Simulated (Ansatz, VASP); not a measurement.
# Si3C2 in VASP and in Ansatz

```xyz
10
Lattice="2.5216 0.0000 0.0000 -1.2608 2.1838 0.0000 0.0000 0.0000 25.5948" Properties=species:S:1:pos:R:3 pbc="T T T"
Si    0.0000    1.4558   19.4719
Si    0.0000    1.4558   24.3728
Si    0.0000    1.4558    3.7042
Si    1.2608    0.7279   21.8906
Si    1.2608    0.7279    1.2220
Si    1.2608    0.7279    6.1230
C     0.0000    1.4558   10.5854
C     0.0000    1.4558   15.0091
C     1.2608    0.7279   10.5857
C     1.2608    0.7279   15.0094
```

Alike in both runs: functional PBE; k mesh 18 × 18 × 2; occupations gaussian, width 0.1 eV; no spin polarisation.

Ansatz relaxed the structure, and its values are those at the end. VASP's run is a single point on that final structure, the one shown.

|  | VASP | Ansatz |
| --- | --- | --- |
| version | VASP 6.6.1 | Ansatz 0.2.0 |
| potentials or method | VASP PAW PBE potentials, release 64 (Si, C), cutoff 520 eV | scalar-relativistic, plane waves, PAW |
| valence electrons in the cell | 40 | 40 |

```csv
,VASP,Ansatz,Ansatz less VASP
gap on the k mesh at the Fermi level (eV),none,none,-
pressure (GPa),0.1,0.0,-0.06
```

A gap of «none» marks a metal or a gap that the smearing closes.
